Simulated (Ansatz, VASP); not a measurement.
## BaS: VASP beside Ansatz

The input POSCAR:

```
BaS
1.0
    0.0000000000      3.2117958733      3.2117958733
    3.2117958733      0.0000000000      3.2117958733
    3.2117958733      3.2117958733      0.0000000000
Ba S
1 1
Direct
    0.0000000000      0.0000000000      0.0000000000
    0.5000000000      0.5000000000      0.5000000000
```

Contents of INCAR.step1:

```
  PREC = Accurate
  ENCUT = 520
  EDIFF = 1E-5
  ISMEAR = 0
  SIGMA = 0.01
  LREAL = False
  LASPH = True
  NELM = 60
  ALGO = Normal
  ISIF = 2
  LWAVE = True
  GGA = PE
  NBANDS = 15
```

INCAR.step2

```
  PREC = Accurate
  ENCUT = 520
  EDIFF = 1E-7
  ISMEAR = 0
  SIGMA = 0.01
  LREAL = False
  LASPH = True
  NELM = 60
  ALGO = Normal
  ISIF = 2
  LWAVE = False
  LCHARG = True
  GGA = PE
  LHFCALC = True
  AEXX = 0.4
  HFSCREEN = 0.5
  PRECFOCK = Normal
  LELF = True
  LVHAR = True
  ISTART = 1
  NBANDS = 15
```

Contents of KPOINTS:

```
Automatic mesh
0
Gamma
  4 4 4
```

Input for Ansatz:

```yaml
crystal:
  lattice:
    - [0.0, 3.2117958733, 3.2117958733]
    - [3.2117958733, 0.0, 3.2117958733]
    - [3.2117958733, 3.2117958733, 0.0]
  atoms:
    - { symbol: Ba, position: [0.0, 0.0, 0.0] }
    - { symbol: S, position: [0.5, 0.5, 0.5] }
kpoints:
  mp_grid: { grid: [4, 4, 4] }
hamiltonian:
  xc: { exchange: pbe, correlation: pbe, exx: { coeff: 0.4, omega: 0.5 } }
scf:
  occupations: { method: fixed }
  n_extra_bands: 4
output:
  forces: true
  stress: true
  eigenvalues: true
```

Alike in both runs: task single point; functional PBE-based screened hybrid; k mesh 4 × 4 × 4; no spin polarisation.

```csv
,VASP,Ansatz
version,VASP 6.6.1,Ansatz 0.2.0
potentials or method,"VASP PAW PBE potentials, release 64 (Ba_sv, S)",plane waves
plane-wave cutoff (eV),520,420
occupations,"gaussian, width 0.01 eV",fixed
valence electrons in the cell,16,16
```

```csv
,VASP,Ansatz,Ansatz less VASP
gap on the k mesh at the Fermi level (eV),2.80,2.89,+0.084
pressure (GPa),0.1,-0.4,-0.49
```

VASP's potentials were made for PBE, not for PBE-based screened hybrid. Ansatz's warnings: stress exchange threshold loose, stress scf threshold loose.

The k mesh is coarse, so the values compare programs but aren't converged. Spin-orbit coupling is off throughout.
